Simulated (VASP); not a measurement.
# Li5Ga (I4/mmm) in VASP: notebook

Runs on Li5Ga. Level: PBE. Tasks: single point.

Everything below comes from runs of VASP 6.6.1. Logs are shortened: lines on timing, memory, paths and dates and some standing lists are left out, and cuts for length are marked.

### Step 1. The cell of the first run

Symmetry: I4/mmm, No. 139, tetragonal system. Conventional cell: a = 5.674 Å, b = 5.674 Å, c = 4.822 Å, α = 90.00°, β = 90.00°, γ = 90.00°. Within 3.2 Å of Li (site symmetry 4/mmm) lie 2 Ga at 2.41 Å and 16 Li at 2.99 to 3.03 Å. Within 2.3 Å of Li (site symmetry m2m) lie 1 Ga at 1.77 Å and 1 Li at 2.14 Å. Ga (site symmetry 4/mmm) has 4 Li at 1.77 Å within 2.3 Å.

### Step 2. Single point, PBE

Contents of INCAR:

```
PREC = Accurate
ENCUT = 520
EDIFF = 1E-6
ISMEAR = 0
SIGMA = 0.1
LREAL = F
LASPH = T
NELM = 100
ALGO = Normal
ISIF = 2
LWAVE = F
LCHARG = F
GGA = PE
NBANDS = 23
```

Contents of KPOINTS:

```
regular mesh
0
Gamma
  6 6 6
```

Contents of POSCAR:

```
Li5Ga
1.0
   -2.8370405200      2.8370405200      2.4110512400
    2.8370405200     -2.8370405200      2.4110512400
    2.8370405200      2.8370405200     -2.4110512400
Li Ga
5 1
Direct
    0.5000000000      0.5000000000      0.0000000000
    0.0000000000      0.3116990300      0.3116990300
    0.0000000000      0.6883009700      0.6883009700
    0.3116990300      0.0000000000      0.3116990300
    0.6883009700      0.0000000000      0.6883009700
    0.0000000000      0.0000000000      0.0000000000
```

Potentials or basis: VASP PAW PBE potentials, release 64 (Li_sv, Ga_d).

Command:

```sh
cat potpaw_PBE.64/Li_sv/POTCAR potpaw_PBE.64/Ga_d/POTCAR > POTCAR
mpirun -np 1 vasp_std > vasp.out
```

OUTCAR:

```text
PREC = Accurate
   ENCUT = 520
   EDIFF = 1E-6
   ISMEAR = 0
   LREAL = F
   LASPH = T
   NELM = 100
   ISIF = 2
   GGA = PE

 ion  position               nearest neighbor table
   1  0.500  0.500  0.000-   6 2.41   6 2.41
   2  0.000  0.312  0.312-   6 1.77   3 2.14   4 2.50   5 2.50
   3  0.000  0.688  0.688-   6 1.77   2 2.14   5 2.50   4 2.50
   4  0.312  0.000  0.312-   6 1.77   5 2.14   2 2.50   3 2.50
   5  0.688  0.000  0.688-   6 1.77   4 2.14   2 2.50   3 2.50
   6  0.000  0.000  0.000-   2 1.77   3 1.77   4 1.77   5 1.77   1 2.41   1 2.41

  LATTYP: Found a body centered tetragonal cell.
 ALAT       =     5.6740810400
 C/A-ratio  =     0.8498473050

  Lattice vectors:

 A1 = (  -2.8370405200,   2.8370405200,   2.4110512400)
 A2 = (   2.8370405200,  -2.8370405200,   2.4110512400)
 A3 = (   2.8370405200,   2.8370405200,  -2.4110512400)

Analysis of symmetry for initial positions (statically):
=====================================================================
 Subroutine PRICEL returns:
 Original cell was already a primitive cell.

 Routine SETGRP: Setting up the symmetry group for a
 body centered tetragonal supercell.

 Subroutine GETGRP returns: Found 16 space group operations
 (whereof 16 operations were pure point group operations)
 out of a pool of 16 trial point group operations.

The static configuration has the point symmetry D_4h.

Analysis of symmetry for dynamics (positions and initial velocities):
=====================================================================
 Subroutine PRICEL returns:
 Original cell was already a primitive cell.

 Routine SETGRP: Setting up the symmetry group for a
 body centered tetragonal supercell.

 Subroutine GETGRP returns: Found 16 space group operations
 (whereof 16 operations were pure point group operations)
 out of a pool of 16 trial point group operations.

The dynamic configuration has the point symmetry D_4h.

 Subroutine INISYM returns: Found 16 space group operations
 (whereof 16 operations are pure point group operations),
 and found     1 'primitive' translations

----------------------------------------------------------------------------------------

                                     Primitive cell

  volume of cell :      77.6243

  direct lattice vectors                    reciprocal lattice vectors
    -2.837040520  2.837040520  2.411051240     0.000000000  0.176239993  0.207378421
     2.837040520 -2.837040520  2.411051240     0.176239993  0.000000000  0.207378421
     2.837040520  2.837040520 -2.411051240     0.176239993  0.176239993  0.000000000

  length of vectors
     4.680893708  4.680893708  4.680893708     0.272151327  0.272151327  0.249240988

  position of ions in fractional coordinates (direct lattice)
     0.500000000  0.500000000  0.000000000
     0.000000000  0.311699030  0.311699030
     0.000000000  0.688300970  0.688300970
     0.311699030  0.000000000  0.311699030
     0.688300970  0.000000000  0.688300970
     0.000000000  0.000000000  0.000000000

  ion indices of the primitive-cell ions
   primitive index   ion index
                 1           1
                 2           2
                 3           3
                 4           4
                 5           5
                 6           6

----------------------------------------------------------------------------------------

 KPOINTS: regular mesh

Automatic generation of k-mesh.
 Grid dimensions read from file:
 generate k-points for:    6    6    6

 Generating k-lattice:

  Cartesian coordinates                     Fractional coordinates (reciprocal lattice)
     0.000000000  0.029373332  0.034563070     0.166666667 -0.000000000  0.000000000
     0.029373332  0.000000000  0.034563070    -0.000000000  0.166666667  0.000000000
     0.029373332  0.029373332  0.000000000     0.000000000  0.000000000  0.166666667

  Length of vectors
     0.045358554  0.045358554  0.041540165

  Shift w.r.t. Gamma in fractional coordinates (k-lattice)
     0.000000000  0.000000000  0.000000000

 Subroutine IBZKPT returns following result:
 ===========================================

 Found     30 irreducible k-points:

 Following reciprocal coordinates:
            Coordinates               Weight
  0.000000  0.000000  0.000000      1.000000
  0.166667 -0.000000  0.000000      8.000000
  0.333333  0.000000 -0.000000      8.000000
  0.500000 -0.000000  0.000000      4.000000
  0.166667  0.166667  0.000000      8.000000
  0.333333  0.166667  0.000000     16.000000
[... 16 lines left out ...]
 -0.333333 -0.333333  0.166667      8.000000
 -0.166667 -0.333333  0.166667      8.000000
 [... further k-points ...]
   k-points           NKPTS =     30   k-points in BZ     NKDIM =     30   number of bands    NBANDS=     23
   number of dos      NEDOS =    301   number of ions     NIONS =      6
   total plane-waves  NPLWV =  46656
   dimension x,y,z NGX =    36 NGY =   36 NGZ =   36
   dimension x,y,z NGXF=    72 NGYF=   72 NGZF=   72
   ions per type =               5   1
   NGX,Y,Z   is equivalent  to a cutoff of  12.79, 12.79, 12.79 a.u.
   NGXF,Y,Z  is equivalent  to a cutoff of  25.57, 25.57, 25.57 a.u.
 SYSTEM =  unknown system
   PREC   = accura    normal or accurate (medium, high low for compatibility)
   ISTART =      0    job   : 0-new  1-cont  2-samecut
   ICHARG =      2    charge: 1-file 2-atom 10-const
   ISPIN  =      1    spin polarized calculation?
   LNONCOLLINEAR =      F non collinear calculations
   LSORBIT =      F    spin-orbit coupling
   LASPH  =      T    aspherical Exc in radial PAW
   ENCUT  =  520.0 eV  38.22 Ry    6.18 a.u.   8.70  8.70  8.70*2*pi/ulx,y,z
   NELM   =    100;   NELMIN=  2; NELMDL= -5     # of ELM steps
   EDIFF  = 0.1E-05   stopping-criterion for ELM
   LREAL  =      F    real-space projection
   EDIFFG = 0.1E-04   stopping-criterion for IOM
   NSW    =      0    number of steps for IOM
   IBRION =     -1    ionic relax: 0-MD 1-quasi-New 2-CG
   NFREE  =      0    steps in history (QN), initial steepest desc. (CG)
   ISIF   =      2    stress and relaxation
   ISYM   =      2    0-nonsym 1-usesym 2-fastsym
   POTIM  = 0.5000    time-step for ionic-motion
   TEBEG  =    0.0;   TEEND  =   0.0 temperature during run
   PSTRESS=    0.0 pullay stress
   NELECT =      28.0000    total number of electrons
   NUPDOWN=      -1.0000    fix difference up-down
   EMIN   =  10.00;   EMAX   =-10.00  energy-range for DOS
   EFERMI =   0.00;   METHOD = LEGACY
   ISMEAR =     0;   SIGMA  =   0.10  broadening in eV -4-tet -1-fermi 0-gaus
   EFERMI_NEDOS =   21; number of points for ismear=-14 and -15
   IALGO  =     38    algorithm
   IMIX   =      4    mixing-type and parameters
     AMIX     =   0.40;   BMIX     =  1.00
     AMIX_MAG =   1.60;   BMIX_MAG =  1.00
  volume/ion in A,a.u.               =      12.94        87.31
  Fermi-wavevector in a.u.,A,eV,Ry     =   1.165364  2.202219 18.477715  1.358074
  Thomas-Fermi vector in A             =   2.301891
   LORBIT       =      0    0 simple, 1 ext, 2 COOP (PROOUT), +10 PAW based schemes
   GGA     = PE    functional components
   LHFCALC =     F    Hartree Fock is set to
   AEXX    =    0.0000 exact exchange contribution
   IVDW    =     0    specifies the selected vdW correction
   LEPSILON=     F    determine dielectric tensor
   LRPA    =     F    only Hartree local field effects (RPA)
 non-spin polarized calculation
 Gauss-broadening in eV      SIGMA  =   0.10
  energy-cutoff  :      520.00
  volume of cell :       77.62
 maximum number of plane-waves:      2108
   NGX = 17   NGY = 17   NGZ = 17

 number of electron      28.0000014 magnetization

 Free energy of the ion-electron system (eV)
  ---------------------------------------------------
  ext. energy  EPLUGINS =         0.00000000
  ---------------------------------------------------
  free energy    TOTEN  =        -4.37328223 eV

  energy without entropy =       -4.35232691  energy(sigma->0) =       -4.36280457

 E-fermi :   3.3110     XC(G=0):  -8.9323

 val. band max:        3.3094373659   @ k =   0.5000   0.3333  -0.0000
 cond. band min:       3.3275541975   @ k =  -0.1667   0.1667   0.0000
 fundamental gap:      0.0181168316
 Fermi energy:         3.3110058870

 k-point     1 :       0.0000    0.0000    0.0000
  band No.  band energies     occupation
      1     -43.8147      2.00000
      2     -43.7223      2.00000
      3     -43.6643      2.00000
      4     -43.6643      2.00000
      5     -42.4279      2.00000
      6     -13.2912      2.00000
[... 15 lines left out ...]
     22       8.8917      0.00000
     23      11.2323      0.00000

 k-point     2 :       0.1667   -0.0000    0.0000
  band No.  band energies     occupation
      1     -43.8088      2.00000
      2     -43.7285      2.00000
      3     -43.6644      2.00000
      4     -43.6638      2.00000
      5     -42.4279      2.00000
      6     -13.2906      2.00000
[... 15 lines left out ...]
     22       9.6923      0.00000
     23      11.6205      0.00000

 k-point     3 :       0.3333    0.0000   -0.0000
  band No.  band energies     occupation
      1     -43.7931      2.00000
      2     -43.7447      2.00000
      3     -43.6647      2.00000
      4     -43.6631      2.00000
      5     -42.4279      2.00000
      6     -13.2894      2.00000
[... 15 lines left out ...]
     22      11.2142      0.00000
     23      12.3967      0.00000
[... 495 lines left out ...]
 k-point    23 :      -0.3333   -0.3333    0.1667
  band No.  band energies     occupation
      1     -43.7859      2.00000
      2     -43.7496      2.00000
      3     -43.6723      2.00000
      4     -43.6575      2.00000
      5     -42.4280      2.00000
      6     -13.2898      2.00000
[... 15 lines left out ...]
     22      12.9274      0.00000
     23      12.9347      0.00000

 k-point    24 :      -0.1667   -0.3333    0.1667
  band No.  band energies     occupation
      1     -43.7966      2.00000
      2     -43.7399      2.00000
      3     -43.6648      2.00000
      4     -43.6642      2.00000
      5     -42.4279      2.00000
      6     -13.2904      2.00000
[... 15 lines left out ...]
     22      12.8815      0.00000
     23      13.0963      0.00000

 [... further k-points ...]
[... 5 lines left out ...]
  --------------------------------------------------------------------------------------
  -------------------------------------------------------------------------------------
  Total       24.8453474     24.8453474      1.4295687      0.0000000      0.0000000      0.0000000
  in kB      512.8119620    512.8119620     29.5065278      0.0000000      0.0000000      0.0000000
  external PRESSURE =     351.7101506 kB  Pullay stress =       0.0000000 kB

 VOLUME and BASIS-vectors are now :
 -----------------------------------------------------------------------------
  energy-cutoff  :      520.00
  volume of cell :       77.62
      direct lattice vectors                 reciprocal lattice vectors
    -2.837040520  2.837040520  2.411051240     0.000000000  0.176239993  0.207378421
     2.837040520 -2.837040520  2.411051240     0.176239993  0.000000000  0.207378421
     2.837040520  2.837040520 -2.411051240     0.176239993  0.176239993  0.000000000

 POSITION                                       TOTAL-FORCE (eV/Angst)
 -----------------------------------------------------------------------------------
      0.00000      0.00000      2.41105        -0.000000      0.000000     -0.000000
      1.76861      0.00000      0.00000         5.476257      0.000000      0.000000
      3.90548      0.00000      0.00000        -5.476257      0.000000      0.000000
      0.00000      1.76861      0.00000        -0.000000      5.476257      0.000000
      0.00000      3.90548      0.00000        -0.000000     -5.476257      0.000000
      0.00000      0.00000      0.00000        -0.000000     -0.000000      0.000000
 -----------------------------------------------------------------------------------
    total drift:                                0.000000      0.000000     -0.000000

  FREE ENERGIE OF THE ION-ELECTRON SYSTEM (eV)
  ---------------------------------------------------
  free  energy   TOTEN  =        -4.3732822258 eV

  energy  without entropy=       -4.3523269149  energy(sigma->0) =       -4.36280457
```

Wall time 40 s (1 thread of Intel Xeon Platinum 8259CL at 2.50GHz (Skylake/Cascade Lake), shared host); peak memory 0.22 GiB.

What came out:

```
Free energy            : -4.3733 eV
Largest force          : 5.476 eV/Å
Band gap on the k mesh : zero (band 14 reaches 4.13 eV, above the bottom of band 15 at 2.98 eV)
```

Forces on the atoms (eV/Å):
```
Li   0.000  0.000  0.000
Li   5.476  0.000  0.000
Li  -5.476  0.000  0.000
Li   0.000  5.476  0.000
Li   0.000 -5.476  0.000
Ga   0.000  0.000  0.000
```

Caveat: the cutoff is under 1.25 times the usual one of these potentials, so pressure, stress and relaxed cells hold a basis-set (Pulay) error; forces of over 1 eV/Å act on the atoms, so gaps and moduli don't describe the material at rest.

### Step 3. Single point, PBE

This run uses another cell than the first one, of 25.86 Å³/atom, 1.999 times its volume.

Contents of INCAR:

```
PREC = Accurate ; ENCUT = 520
EDIFF = 1E-6 ; ISMEAR = 0
SIGMA = 0.1 ; LREAL = F
LASPH = T ; NELM = 80
ALGO = Normal ; ISIF = 2
LWAVE = F ; LCHARG = F
GGA = PE ; NBANDS = 23
```

KPOINTS is that of step 2.

Contents of POSCAR:

```
Li5Ga
1.0
   -3.8877902229      3.8877902229      2.5667473695
    3.8877902229     -3.8877902229      2.5667473695
    3.8877902229      3.8877902229     -2.5667473695
Li Ga
5 1
Direct
    0.5000000000      0.5000000000      0.0000000000
    0.0000000000      0.3199957727      0.3199957727
    0.0000000000      0.6800042273      0.6800042273
    0.3199957727      0.0000000000      0.3199957727
    0.6800042273      0.0000000000      0.6800042273
    0.0000000000      0.0000000000      0.0000000000
```

Potentials or basis: VASP PAW PBE potentials, release 64 (Li_sv, Ga_d).

Command:

```sh
cat potpaw_PBE.64/Li_sv/POTCAR potpaw_PBE.64/Ga_d/POTCAR > POTCAR
mpirun -np 1 vasp_std > vasp.out
```

Wall time 88 s (1 thread of Intel Xeon Platinum 8259CL at 2.50GHz (Skylake/Cascade Lake), shared host); peak memory 0.36 GiB.

Results (log left out):

```
Free energy            : -11.1542 eV
Largest force          : 0.006 eV/Å
Band gap on the k mesh : zero (band 14 reaches 0.33 eV, above the bottom of band 15 at -0.46 eV)
```

Forces on the atoms (eV/Å):
```
Li   0.000  0.000  0.000
Li   0.006  0.000  0.000
Li  -0.006  0.000  0.000
Li   0.000  0.006  0.000
Li   0.000 -0.006  0.000
Ga   0.000  0.000  0.000
```

Levels at points of the mesh, in eV from the Fermi level:
```csv
k point,band 11,band 12,band 13,band 14,band 15,band 16,band 17,band 18
"(0.00, 0.00, 0.00)",-5.92,-1.40,-0.08,-0.08,0.34,1.43,2.50,3.04
"(0.50, 0.00, 0.00)",-5.71,-1.67,-0.54,-0.23,0.13,0.74,0.76,3.41
"(0.50, 0.50, 0.00)",-5.78,-2.17,0.01,0.09,0.36,0.67,1.87,2.99
"(0.50, 0.50, 0.50)",-5.66,-1.54,-1.54,-1.01,-0.36,2.63,3.11,3.77
```

Caveat: the cutoff is under 1.25 times the usual one of these potentials, so pressure, stress and relaxed cells hold a basis-set (Pulay) error.
